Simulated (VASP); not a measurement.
A run of VASP 6.6.1 is set up as follows.

The input INCAR:

```
PREC     = Accurate       # precision mode
ENCUT    = 520            # plane-wave cutoff, eV
EDIFF    = 1E-6           # SCF threshold, eV
ISMEAR   = 0              # smearing method
SIGMA    = 0.15           # smearing width, eV
LREAL    = F              # projectors in reciprocal space
LASPH    = T              # aspherical terms in the spheres
NELM     = 80             # most SCF steps
ALGO     = Fast           # electronic algorithm
ISIF     = 2              # what is computed and relaxed
LWAVE    = F              # write WAVECAR
LCHARG   = T              # write CHGCAR
GGA      = PE             # functional
LELF     = T              # ELF
LVHAR    = T            
NBANDS   = 10             # bands
```

The input KPOINTS:

```
Automatic mesh
0
Gamma
  12 12 12
```

File POSCAR:

```
Rb
1.0
   -2.8060000000      2.8060000000      2.9463000000
    2.8060000000     -2.8060000000      2.9463000000
    2.8060000000      2.8060000000     -2.9463000000
Rb
1
Direct
    0.0000000000      0.0000000000      0.0000000000
```

Potentials or basis: VASP PAW PBE potentials, release 64 (Rb_sv).

Command:

```sh
$ cat potpaw_PBE.64/Rb_sv/POTCAR > POTCAR
$ mpirun -np 1 vasp_std > vasp.out
```

(1) Predict the pressure.

(2) Estimate the band gap on the k mesh.

Answers

(1) 0.0 GPa.

(2) zero (an odd number of electrons rules out a gap without spin polarisation).

Caveat: the cell differs from its parent crystal (strain +0.000 along x and y, +0.050 along z).
